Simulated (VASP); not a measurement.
A run of VASP 6.6.1 is set up as follows.

Contents of INCAR:

```
PREC = Accurate
ENCUT = 600
EDIFF = 1E-6
ISMEAR = -1
SIGMA = 0.05
LREAL = F
LASPH = T
NELM = 120
ALGO = Normal
ISIF = 2
LWAVE = F
LCHARG = F
GGA = B5
ALDAX = 1.0
AGGAX = 1.0
AGGAC = 1.0
ALDAC = 0.0
NBANDS = 11
GGA_COMPAT = F
```

KPOINTS

```
regular mesh
0
Gamma
  10 10 10
```

Contents of POSCAR:

```
SiC
1.0
    0.0000000000      2.2061051011      2.2061051011
    2.2061051011      0.0000000000      2.2061051011
    2.2061051011      2.2061051011      0.0000000000
Si C
1 1
Direct
    0.0000000000      0.0000000000      0.0000000000
    0.7500000000      0.7500000000      0.7500000000
```

Potentials or basis: VASP PAW PBE potentials, release 64 (Si, C).

The run is started by

```console
$ cat potpaw_PBE.64/Si/POTCAR potpaw_PBE.64/C/POTCAR > POTCAR
$ mpirun -np 1 vasp_std > vasp.out
```

(1) Predict the pressure.

(2) Estimate the band gap on the k mesh.

Results:

(1) 0.4 GPa.

(2) 1.73 eV, indirect (least direct gap 4.79 eV).

Caveat: the PAW data sets were made with another functional, which shifts forces and pressure a little.

**The experiment to reproduce.**

From “Insight into the structural, elastic and electronic properties of a new orthorhombic 6O-SiC polytype”, 2020, pmc:7200658, for a bulk crystal of SiC: band gap 2.4 eV (indirect).

Against the measured gap of SiC, 2.4 eV (indirect; quoted in “Insight into the structural, elastic and electronic properties of a new orthorhombic 6O-SiC polytype”, 2020, pmc:7200658), the calculated 1.73 eV is off by -0.67 eV. The value is that of BLYP on a finite k mesh, which can miss the band edges, without temperature or zero-point motion. Semilocal functionals fall short of measured gaps as a rule.
